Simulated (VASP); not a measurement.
Wanted: the native input for a VASP 6.6.1 run.

```
Task                   : single point
Functional             : LDA
Potentials or basis    : VASP PAW LDA potentials, release 64 (Sn_d, Se)
Cutoff                 : 520 eV
k mesh                 : 6 × 6 × 6
Occupations            : gaussian, width 0.05 eV
Spin                   : no spin polarisation
Dipole correction      : no
Further INCAR settings : ALGO = Normal; EDIFF = 1e-06; NBANDS = 50
```

The structure of SnSe lies in POSCAR:

```
SnSe
1.0
    5.8932955401      0.0000000000      0.0000000000
    0.0000000000     -5.8932955401      0.0000000000
    0.0000000000      0.0000000000     -5.8932955401
Sn Se
4 4
Direct
    0.0000000000      0.0000000000      0.0000000000
    0.5000000000      0.5000000000      0.0000000000
    0.5000000000      0.0000000000      0.5000000000
    0.0000000000      0.5000000000      0.5000000000
    0.5000000000      0.0000000000     -0.0152715911
    0.0000000000      0.5000000000      0.0000000000
    0.0000000000      0.0000000000      0.5000000000
    0.5000000000      0.5000000000      0.5000000000
```

This cell differs from its parent crystal: atom 5 (Se) moved +0.090 Å along Cartesian [0 0 1].

These files were run (other wordings do the same):

INCAR

```
PREC = Accurate
ENCUT = 520
EDIFF = 1E-6
ISMEAR = 0
SIGMA = 0.05
LREAL = F
LASPH = T
NELM = 80
ALGO = Normal
ISIF = 2
LWAVE = F
LCHARG = F
NBANDS = 50
```

KPOINTS

```
regular mesh
0
Gamma
  6 6 6
```

Potentials or basis: VASP PAW LDA potentials, release 64 (Sn_d, Se).

Run with:

```sh
$ cat potpaw_LDA.64/Sn_d/POTCAR potpaw_LDA.64/Se/POTCAR > POTCAR
$ mpirun -np 1 vasp_std > vasp.out
```

It gave:

```json
{
 "Pressure": "0.2 GPa",
 "Largest force": "0.135 eV/Å",
 "Band gap on the k mesh": "0.22 eV"
}
```

Caveat: the cell differs from its parent crystal (atom 5 (Se) moved +0.090 Å along Cartesian [0 0 1]); spin-orbit coupling is left out, which moves the levels of the heavy elements.

It took 4.9 min on 1 thread of Intel(R) Xeon(R) Platinum 8259CL CPU @ 2.50GHz (Skylake/Cascade Lake), on a shared host, peak memory 0.45 GiB.
